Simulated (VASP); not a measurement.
# BiTe (Fm-3m) in VASP: a series of runs

Runs on BiTe. Level: LDA. Tasks: single point.

Program: VASP 6.6.1. These are calculated values, not measurements. Logs are shortened: lines on timing, memory, paths and dates and some standing lists are left out, and cuts for length are marked.

## Step 1: The cell of the first run

It takes space group Fm-3m (No. 225, cubic). The conventional cell has a = 6.507 Å, b = 6.507 Å, c = 6.507 Å, α = 90.00°, β = 90.00°, γ = 90.00°. Bi (site symmetry m-3m) has 6 Te at 3.25 Å within 4.3 Å. Within 4.3 Å of Te (site symmetry m-3m) lie 6 Bi at 3.25 Å.

## Step 2: Single point, LDA

INCAR

```
SYSTEM = BiTe
PREC = Accurate
ENCUT = 520
EDIFF = 1E-7
ISMEAR = -1
SIGMA = 0.05
LREAL = .FALSE.
LASPH = .TRUE.
NELM = 80
ALGO = Normal
ISIF = 2
LWAVE = .FALSE.
LCHARG = .FALSE.
GGA = CA
NBANDS = 18
```

KPOINTS

```
regular mesh
0
G
  10 10 10
  0 0 0
```

POSCAR

```
BiTe
1.0
    0.0000000000      3.2533160000      3.2533160000
    3.2533160000      0.0000000000      3.2533160000
    3.2533160000      3.2533160000      0.0000000000
Bi Te
1 1
Direct
    0.0000000000      0.0000000000      0.0000000000
    0.5000000000      0.5000000000      0.5000000000
```

Potentials or basis: VASP PAW LDA potentials, release 64 (Bi_d, Te).

Command:

```sh
$ cat potpaw_LDA.64/Bi_d/POTCAR potpaw_LDA.64/Te/POTCAR > POTCAR
$ mpirun -np 1 vasp_std > vasp.out
```

OUTCAR:

```text
SYSTEM = BiTe
   PREC = Accurate
   ENCUT = 520
   EDIFF = 1E-7
   ISMEAR = -1
   LREAL = .FALSE.
   LASPH = .TRUE.
   NELM = 80
   ISIF = 2
   GGA = CA

 ion  position               nearest neighbor table
   1  0.000  0.000  0.000-   2 3.25   2 3.25   2 3.25   2 3.25   2 3.25   2 3.25
   2  0.500  0.500  0.500-   1 3.25   1 3.25   1 3.25   1 3.25   1 3.25   1 3.25

  LATTYP: Found a face centered cubic cell.
 ALAT       =     6.5066320000

  Lattice vectors:

 A1 = (   0.0000000000,   3.2533160000,   3.2533160000)
 A2 = (   3.2533160000,   0.0000000000,   3.2533160000)
 A3 = (   3.2533160000,   3.2533160000,   0.0000000000)

Analysis of symmetry for initial positions (statically):
=====================================================================
 Subroutine PRICEL returns:
 Original cell was already a primitive cell.

 Routine SETGRP: Setting up the symmetry group for a
 face centered cubic supercell.

 Subroutine GETGRP returns: Found 48 space group operations
 (whereof 48 operations were pure point group operations)
 out of a pool of 48 trial point group operations.

The static configuration has the point symmetry O_h .

Analysis of symmetry for dynamics (positions and initial velocities):
=====================================================================
 Subroutine PRICEL returns:
 Original cell was already a primitive cell.

 Routine SETGRP: Setting up the symmetry group for a
 face centered cubic supercell.

 Subroutine GETGRP returns: Found 48 space group operations
 (whereof 48 operations were pure point group operations)
 out of a pool of 48 trial point group operations.

The dynamic configuration has the point symmetry O_h .

 Subroutine INISYM returns: Found 48 space group operations
 (whereof 48 operations are pure point group operations),
 and found     1 'primitive' translations

----------------------------------------------------------------------------------------

                                     Primitive cell

  volume of cell :      68.8666

  direct lattice vectors                    reciprocal lattice vectors
     0.000000000  3.253316000  3.253316000    -0.153689343  0.153689343  0.153689343
     3.253316000  0.000000000  3.253316000     0.153689343 -0.153689343  0.153689343
     3.253316000  3.253316000  0.000000000     0.153689343  0.153689343 -0.153689343

  length of vectors
     4.600883610  4.600883610  4.600883610     0.266197751  0.266197751  0.266197751

  position of ions in fractional coordinates (direct lattice)
     0.000000000  0.000000000  0.000000000
     0.500000000  0.500000000  0.500000000

  ion indices of the primitive-cell ions
   primitive index   ion index
                 1           1
                 2           2

----------------------------------------------------------------------------------------

 KPOINTS: regular mesh

Automatic generation of k-mesh.
 Grid dimensions read from file:
 generate k-points for:   10   10   10

 Generating k-lattice:

  Cartesian coordinates                     Fractional coordinates (reciprocal lattice)
    -0.015368934  0.015368934  0.015368934     0.100000000  0.000000000  0.000000000
     0.015368934 -0.015368934  0.015368934     0.000000000  0.100000000  0.000000000
     0.015368934  0.015368934 -0.015368934     0.000000000  0.000000000  0.100000000

  Length of vectors
     0.026619775  0.026619775  0.026619775

  Shift w.r.t. Gamma in fractional coordinates (k-lattice)
     0.000000000  0.000000000  0.000000000

 Subroutine IBZKPT returns following result:
 ===========================================

 Found     47 irreducible k-points:

 Following reciprocal coordinates:
            Coordinates               Weight
  0.000000  0.000000  0.000000      1.000000
  0.100000  0.000000  0.000000      8.000000
  0.200000  0.000000  0.000000      8.000000
  0.300000  0.000000  0.000000      8.000000
  0.400000  0.000000  0.000000      8.000000
  0.500000  0.000000  0.000000      4.000000
[... 16 lines left out ...]
  0.300000  0.300000  0.000000      6.000000
  0.400000  0.300000  0.000000     24.000000
 [... further k-points ...]
   k-points           NKPTS =     47   k-points in BZ     NKDIM =     47   number of bands    NBANDS=     18
   number of dos      NEDOS =    301   number of ions     NIONS =      2
   total plane-waves  NPLWV =  46656
   dimension x,y,z NGX =    36 NGY =   36 NGZ =   36
   dimension x,y,z NGXF=    72 NGYF=   72 NGZF=   72
   ions per type =               1   1
   NGX,Y,Z   is equivalent  to a cutoff of  13.01, 13.01, 13.01 a.u.
   NGXF,Y,Z  is equivalent  to a cutoff of  26.02, 26.02, 26.02 a.u.
 SYSTEM =  BiTe
   PREC   = accura    normal or accurate (medium, high low for compatibility)
   ISTART =      0    job   : 0-new  1-cont  2-samecut
   ICHARG =      2    charge: 1-file 2-atom 10-const
   ISPIN  =      1    spin polarized calculation?
   LNONCOLLINEAR =      F non collinear calculations
   LSORBIT =      F    spin-orbit coupling
   LASPH  =      T    aspherical Exc in radial PAW
   ENCUT  =  520.0 eV  38.22 Ry    6.18 a.u.   8.55  8.55  8.55*2*pi/ulx,y,z
   NELM   =     80;   NELMIN=  2; NELMDL= -5     # of ELM steps
   EDIFF  = 0.1E-06   stopping-criterion for ELM
   LREAL  =      F    real-space projection
   EDIFFG = 0.1E-05   stopping-criterion for IOM
   NSW    =      0    number of steps for IOM
   IBRION =     -1    ionic relax: 0-MD 1-quasi-New 2-CG
   NFREE  =      0    steps in history (QN), initial steepest desc. (CG)
   ISIF   =      2    stress and relaxation
   ISYM   =      2    0-nonsym 1-usesym 2-fastsym
   POTIM  = 0.5000    time-step for ionic-motion
   TEBEG  =    0.0;   TEEND  =   0.0 temperature during run
   PSTRESS=    0.0 pullay stress
   NELECT =      21.0000    total number of electrons
   NUPDOWN=      -1.0000    fix difference up-down
   EMIN   =  10.00;   EMAX   =-10.00  energy-range for DOS
   EFERMI =   0.00;   METHOD = LEGACY
   ISMEAR =    -1;   SIGMA  =   0.05  broadening in eV -4-tet -1-fermi 0-gaus
   EFERMI_NEDOS =   21; number of points for ismear=-14 and -15
   IALGO  =     38    algorithm
   IMIX   =      4    mixing-type and parameters
     AMIX     =   0.40;   BMIX     =  1.00
     AMIX_MAG =   1.60;   BMIX_MAG =  1.00
  volume/ion in A,a.u.               =      34.43       232.37
  Fermi-wavevector in a.u.,A,eV,Ry     =   1.101907  2.082303 16.520186  1.214199
  Thomas-Fermi vector in A             =   2.238342
   LORBIT       =      0    0 simple, 1 ext, 2 COOP (PROOUT), +10 PAW based schemes
   GGA     = CA    functional components
   LHFCALC =     F    Hartree Fock is set to
   AEXX    =    0.0000 exact exchange contribution
   IVDW    =     0    specifies the selected vdW correction
   LEPSILON=     F    determine dielectric tensor
   LRPA    =     F    only Hartree local field effects (RPA)
 non-spin polarized calculation
  energy-cutoff  :      520.00
  volume of cell :       68.87
 maximum number of plane-waves:      1875
 NGX is ok and might be reduce to    36
   NGX = 17   NGY = 17   NGZ = 17

 number of electron      20.9999996 magnetization

 Free energy of the ion-electron system (eV)
  ---------------------------------------------------
  ext. energy  EPLUGINS =         0.00000000
  ---------------------------------------------------
  free energy    TOTEN  =        -8.47123875 eV

  energy without entropy =       -8.45906198  energy(sigma->0) =       -8.46515036

 E-fermi :   6.2059     XC(G=0):  -9.6024

 val. band max:        6.1964294648   @ k =   0.2000   0.2000   0.0000
 cond. band min:       6.2324303266   @ k =   0.5000   0.1000   0.0000
 fundamental gap:      0.0360008618
 Fermi energy:         6.2059216458

 k-point     1 :       0.0000    0.0000    0.0000
  band No.  band energies     occupation
      1     -16.8389      2.00000
      2     -16.8389      2.00000
      3     -16.8327      2.00000
      4     -16.8327      2.00000
      5     -16.8327      2.00000
      6      -7.1855      2.00000
[... 10 lines left out ...]
     17      12.2070      0.00000
     18      12.7686      0.00000

 k-point     2 :       0.1000    0.0000    0.0000
  band No.  band energies     occupation
      1     -16.8393      2.00000
      2     -16.8393      2.00000
      3     -16.8326      2.00000
      4     -16.8323      2.00000
      5     -16.8323      2.00000
      6      -7.0983      2.00000
[... 10 lines left out ...]
     17      12.8064      0.00000
     18      13.3979      0.00000

 k-point     3 :       0.2000    0.0000    0.0000
  band No.  band energies     occupation
      1     -16.8402      2.00000
      2     -16.8402      2.00000
      3     -16.8321      2.00000
      4     -16.8308      2.00000
      5     -16.8308      2.00000
      6      -6.8393      2.00000
[... 10 lines left out ...]
     17      14.1264      0.00000
     18      14.5998      0.00000

 k-point     4 :       0.3000    0.0000    0.0000
  band No.  band energies     occupation
      1     -16.8415      2.00000
      2     -16.8415      2.00000
      3     -16.8316      2.00000
      4     -16.8288      2.00000
      5     -16.8288      2.00000
      6      -6.4167      2.00000
[... 375 lines left out ...]
      4     -16.8292      2.00000
      5     -16.8280      2.00000
      6      -6.2902      2.00000
[... 10 lines left out ...]
     17      14.1737      0.00000
     18      15.4592      0.00000

 k-point    23 :       0.3000    0.3000    0.0000
  band No.  band energies     occupation
      1     -16.8471      2.00000
      2     -16.8362      2.00000
      3     -16.8349      2.00000
      4     -16.8264      2.00000
      5     -16.8264      2.00000
      6      -6.2398      2.00000
[... 10 lines left out ...]
     17      14.2730      0.00000
     18      14.2730      0.00000

 k-point    24 :       0.4000    0.3000    0.0000
  band No.  band energies     occupation
      1     -16.8485      2.00000
      2     -16.8362      2.00000
      3     -16.8348      2.00000
      4     -16.8253      2.00000
      5     -16.8251      2.00000
      6      -5.9131      2.00000
[... 10 lines left out ...]
     17      15.1373      0.00000
     18      15.2209      0.00000

 [... further k-points ...]

------------------------ aborting loop because EDIFF is reached ----------------------------------------

  FORCE on cell =-STRESS in cart. coord.  units (eV):
  Direction    XX          YY          ZZ          XY          YZ          ZX
  --------------------------------------------------------------------------------------
  -------------------------------------------------------------------------------------
  Total       -1.4857295     -1.4857295     -1.4857295      0.0000000      0.0000000      0.0000000
  in kB      -34.5653988    -34.5653988    -34.5653988      0.0000000      0.0000000      0.0000000
  external PRESSURE =     -34.5653988 kB  Pullay stress =       0.0000000 kB

 VOLUME and BASIS-vectors are now :
 -----------------------------------------------------------------------------
  energy-cutoff  :      520.00
  volume of cell :       68.87
      direct lattice vectors                 reciprocal lattice vectors
     0.000000000  3.253316000  3.253316000    -0.153689343  0.153689343  0.153689343
     3.253316000  0.000000000  3.253316000     0.153689343 -0.153689343  0.153689343
     3.253316000  3.253316000  0.000000000     0.153689343  0.153689343 -0.153689343

 POSITION                                       TOTAL-FORCE (eV/Angst)
 -----------------------------------------------------------------------------------
      0.00000      0.00000      0.00000         0.000000      0.000000      0.000000
      3.25332      3.25332      3.25332         0.000000     -0.000000     -0.000000
 -----------------------------------------------------------------------------------
    total drift:                               -0.000000      0.000000      0.000000

  FREE ENERGIE OF THE ION-ELECTRON SYSTEM (eV)
  ---------------------------------------------------
  free  energy   TOTEN  =        -8.4712387463 eV

  energy  without entropy=       -8.4590619785  energy(sigma->0) =       -8.46515036
```

It took 80 s on 1 thread of Intel Xeon 8259CL, shared host; peak memory 0.21 GiB.

Results:

```
Free energy            : -8.4712 eV
Pressure               : -3.5 GPa
Band gap on the k mesh : zero (an odd number of electrons rules out a gap without spin polarisation)
```

Caveat: the cell stands under tension; spin-orbit coupling is left out, which moves the levels of the heavy elements.

## Step 3: Single point, LDA (34.43 Å³/atom)

INCAR

```
PREC = Accurate ; ENCUT = 520
EDIFF = 1E-7 ; ISMEAR = -1
SIGMA = 0.05 ; LREAL = F
LASPH = T ; NELM = 100
ALGO = Normal ; ISIF = 2
LWAVE = F ; LCHARG = F
NBANDS = 18
```

KPOINTS

```
Automatic mesh
0
Gamma
  10 10 10
```

POSCAR is that of step 2.

Potentials or basis: VASP PAW LDA potentials, release 64 (Bi_d, Te).

Command:

```sh
$ cat potpaw_LDA.64/Bi_d/POTCAR potpaw_LDA.64/Te/POTCAR > POTCAR
$ mpirun -np 1 vasp_std > vasp.out
```

It took 88 s on 1 thread of Intel Xeon 8259CL, shared host; peak memory 0.21 GiB.

Results (log left out):

| Quantity | Value |
| --- | --- |
| Free energy | -8.4712 eV |
| Pressure | -3.5 GPa |
| Band gap on the k mesh | zero (an odd number of electrons rules out a gap without spin polarisation) |

Levels at points of the mesh, in eV from the Fermi level:
```
           k point  band 7  band 8  band 9  band 10  band 11  band 12  band 13  band 14
(0.00, 0.00, 0.00)   -8.21   -2.46   -2.46    -2.46     2.11     2.11     2.11     4.73
(0.50, 0.00, 0.00)  -11.18   -1.83   -1.83    -1.56    -0.84    -0.59    -0.59     7.26
(0.50, 0.50, 0.00)   -9.95   -5.51   -3.89    -3.89     2.32     3.49     3.49     4.80
```

Caveat: the cell stands under tension; spin-orbit coupling is left out, which moves the levels of the heavy elements.
